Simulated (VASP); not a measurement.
# BaTiO3 in VASP: a series of runs, part 2 of 3

VASP 6.6.1. The steps go on from the part before.

**3. Electric field gradients, LDA (equal xy, yz and zx shear strains of -3 %)**

The input, INCAR:

```
ALGO = Normal ; EDIFF = 1E-8
ENCUT = 520 ; GGA = CA
ISIF = 2 ; ISMEAR = -1
LASPH = True ; LCHARG = False
LEFG = True ; LREAL = False
LWAVE = False ; NBANDS = 28
NELM = 80 ; PREC = Accurate
SIGMA = 0.05
```

The input, KPOINTS:

```
k-points
0
Gamma
  8 8 8
```

The input, POSCAR:

```
BaTiO3
1.0
    4.0073000000     -0.0601095000     -0.0601095000
   -0.0601095000      4.0073000000     -0.0601095000
   -0.0601095000     -0.0601095000      4.0073000000
Ba Ti O
1 1 3
Direct
    0.5000000000      0.5000000000      0.5000000000
    0.0000000000      0.0000000000      0.0000000000
    0.5000000000      0.0000000000      0.0000000000
    0.0000000000      0.5000000000      0.0000000000
    0.0000000000      0.0000000000      0.5000000000
```

Potentials or basis: VASP PAW LDA potentials, release 64 (Ba_sv, Ti_sv, O).

The run is started by

```sh
cat potpaw_LDA.64/Ba_sv/POTCAR potpaw_LDA.64/Ti_sv/POTCAR potpaw_LDA.64/O/POTCAR > POTCAR
mpirun -np 1 vasp_std > vasp.out
```

OUTCAR:

```text
EDIFF = 1E-8
   ENCUT = 520
   GGA = CA
   ISIF = 2
   ISMEAR = -1
   LASPH = True
   LREAL = False
   NELM = 80
   PREC = Accurate

 ion  position               nearest neighbor table
   1  0.500  0.500  0.500-   3 2.79   4 2.79   5 2.79   3 2.79   4 2.79   5 2.79   5 2.88   3 2.88
                             4 2.88   5 2.88   4 2.88   3 2.88   2 3.37   2 3.37   2 3.51   2 3.51
   2  0.000  0.000  0.000-   5 2.00   5 2.00   3 2.00   4 2.00   4 2.00   3 2.00   1 3.37   1 3.37
                             1 3.51   1 3.51   1 3.51   1 3.51   1 3.51   1 3.51
   3  0.500  0.000  0.000-   2 2.00   2 2.00   1 2.79   1 2.79   1 2.88   1 2.88
   4  0.000  0.500  0.000-   2 2.00   2 2.00   1 2.79   1 2.79   1 2.88   1 2.88
   5  0.000  0.000  0.500-   2 2.00   2 2.00   1 2.79   1 2.79   1 2.88   1 2.88

  LATTYP: Found a trigonal (rhomboedric) cell.
 ALAT       =     4.0082015411
 COS(alpha) =    -0.0297616073

  Lattice vectors:

 A1 = (   4.0073000000,  -0.0601095000,  -0.0601095000)
 A2 = (  -0.0601095000,   4.0073000000,  -0.0601095000)
 A3 = (  -0.0601095000,  -0.0601095000,   4.0073000000)

Analysis of symmetry for initial positions (statically):
=====================================================================
 Subroutine PRICEL returns:
 Original cell was already a primitive cell.

 Routine SETGRP: Setting up the symmetry group for a
 trigonal (rhombohedral) supercell.

 Subroutine GETGRP returns: Found 12 space group operations
 (whereof 12 operations were pure point group operations)
 out of a pool of 12 trial point group operations.

The static configuration has the point symmetry D_3d.

Analysis of symmetry for dynamics (positions and initial velocities):
=====================================================================
[... 922 lines left out ...]
  -------------------------------------------------------------------------------------
  Total       -2.8790353     -2.8790353     -2.8790353      1.4995335      1.4995335      1.4995335
  in kB      -71.7295624    -71.7295624    -71.7295624     37.3600435     37.3600435     37.3600435
  external PRESSURE =     -71.7295624 kB  Pullay stress =       0.0000000 kB

 VOLUME and BASIS-vectors are now :
 -----------------------------------------------------------------------------
  energy-cutoff  :      520.00
  volume of cell :       64.31
      direct lattice vectors                 reciprocal lattice vectors
     4.007300000 -0.060109500 -0.060109500     0.249658638  0.003801908  0.003801908
    -0.060109500  4.007300000 -0.060109500     0.003801908  0.249658638  0.003801908
    -0.060109500 -0.060109500  4.007300000     0.003801908  0.003801908  0.249658638

 POSITION                                       TOTAL-FORCE (eV/Angst)
 -----------------------------------------------------------------------------------
      1.94354      1.94354      1.94354         0.000000     -0.000000      0.000000
      0.00000      0.00000      0.00000        -0.000000      0.000000     -0.000000
      2.00365     -0.03005     -0.03005        -0.000000     -0.000000     -0.000000
     -0.03005      2.00365     -0.03005         0.000000      0.000000     -0.000000
     -0.03005     -0.03005      2.00365        -0.000000      0.000000     -0.000000
 -----------------------------------------------------------------------------------
    total drift:                                0.000000     -0.000000      0.000000

  FREE ENERGIE OF THE ION-ELECTRON SYSTEM (eV)
  ---------------------------------------------------
  free  energy   TOTEN  =       -44.0293585663 eV

  energy  without entropy=      -44.0293585558  energy(sigma->0) =      -44.02935856

 Electric field gradients (V/A^2)
---------------------------------------------------------------------
 ion       V_xx      V_yy      V_zz      V_xy      V_xz      V_yz
---------------------------------------------------------------------
   1      -0.000    -0.000    -0.000   -18.720   -18.720   -18.720
   2       0.000     0.000    -0.000     5.699     5.699     5.699
   3      21.833   -10.916   -10.916    -3.866    -3.866     0.189
   4     -10.916    21.833   -10.916    -3.866     0.189    -3.866
   5     -10.916   -10.916    21.833     0.189    -3.866    -3.866
---------------------------------------------------------------------

 Electric field gradients after diagonalization (V/A^2)
 (convention: |V_zz| > |V_xx| > |V_yy|)
----------------------------------------------------------------------
 ion       V_xx      V_yy      V_zz     asymmetry (V_yy - V_xx)/ V_zz
----------------------------------------------------------------------
   1      18.720    18.720   -37.439       0.000
   2      -5.699    -5.699    11.397       0.000
   3     -11.621   -11.105    22.726       0.023
   4     -11.621   -11.105    22.726       0.023
   5     -11.621   -11.105    22.726       0.023
----------------------------------------------------------------------

           NMR quadrupolar parameters

 Cq : quadrupolar parameter    Cq=e*Q*V_zz/h
 eta: asymmetry parameters     (V_yy - V_xx)/ V_zz
 Q  : nuclear electric quadrupole moment in mb (millibarn)
----------------------------------------------------------------------
 ion       Cq(MHz)       eta       Q (mb)
----------------------------------------------------------------------
   1      -0.091       0.000       1.000
   2       0.028       0.000       1.000
   3       0.055       0.023       1.000
   4       0.055       0.023       1.000
   5       0.055       0.023       1.000
----------------------------------------------------------------------
```

OSZICAR:

```text
N       E                     dE             d eps       ncg     rms          rms(c)
DAV:   1     0.412784328491E+03    0.41278E+03   -0.20432E+04  3640   0.151E+03
DAV:   2    -0.138850856376E+02   -0.42667E+03   -0.40640E+03  4188   0.414E+02
DAV:   3    -0.528525631942E+02   -0.38967E+02   -0.38625E+02  4312   0.129E+02
DAV:   4    -0.547473959674E+02   -0.18948E+01   -0.18912E+01  5792   0.251E+01
DAV:   5    -0.547827561167E+02   -0.35360E-01   -0.35346E-01  4668   0.320E+00    0.224E+01
DAV:   6    -0.444702560799E+02    0.10313E+02   -0.57218E+01  5208   0.653E+01    0.102E+01
DAV:   7    -0.442735950420E+02    0.19666E+00   -0.10612E+01  4888   0.238E+01    0.663E+00
DAV:   8    -0.440477134939E+02    0.22588E+00   -0.73926E-01  4400   0.762E+00    0.323E+00
DAV:   9    -0.440626028025E+02   -0.14889E-01   -0.33284E-01  5236   0.449E+00    0.160E+00
DAV:  10    -0.440336267082E+02    0.28976E-01   -0.18637E-01  4216   0.447E+00    0.552E-01
DAV:  11    -0.440293937816E+02    0.42329E-02   -0.18005E-02  4984   0.916E-01    0.117E-01
DAV:  12    -0.440296491529E+02   -0.25537E-03   -0.16334E-03  4620   0.355E-01    0.146E-01
DAV:  13    -0.440293591734E+02    0.28998E-03   -0.90928E-04  4416   0.306E-01    0.202E-02
DAV:  14    -0.440293588999E+02    0.27348E-06   -0.31892E-05  4480   0.409E-02    0.799E-03
DAV:  15    -0.440293586542E+02    0.24576E-06   -0.14846E-06  4744   0.936E-03    0.218E-03
DAV:  16    -0.440293585673E+02    0.86909E-07   -0.25102E-07  5004   0.496E-03    0.394E-04
DAV:  17    -0.440293585663E+02    0.10018E-08   -0.25851E-08  3584   0.145E-03
   1 F= -.44029359E+02 E0= -.44029359E+02  d E =-.104913E-07
```

Run time: 2.3 min. Hardware: 1 thread of Intel Xeon Platinum 8259CL at 2.50GHz (Skylake/Cascade Lake), shared host; peak memory 0.23 GiB.

What came out:

| Property | Result |
| --- | --- |
| Free energy | -44.0294 eV |
| Pressure | -7.2 GPa |
| Band gap on the k mesh | 1.48 eV, indirect (least direct gap 1.51 eV) |

Stress tensor (GPa, compression positive):
```
-7.17  3.74  3.74
 3.74 -7.17  3.74
 3.74  3.74 -7.17
```

Electric field gradients, principal values (V/Å²):
```csv
atom,least,middle,greatest (by size)
1 Ba,18.720,18.720,-37.439
2 Ti,-5.699,-5.699,11.397
3 O,-11.105,-11.621,22.726
4 O,-11.105,-11.621,22.726
5 O,-11.105,-11.621,22.726
```

Caveat: the cell differs from its parent crystal (equal xy, yz and zx shear strains of -3 %); without QUAD_EFG the Cq values of the log hold for a quadrupole moment of 1 mb, not for the nuclei; spin-orbit coupling is left out, which moves the levels of the heavy elements.

(Part 2 of 3 ends here.)
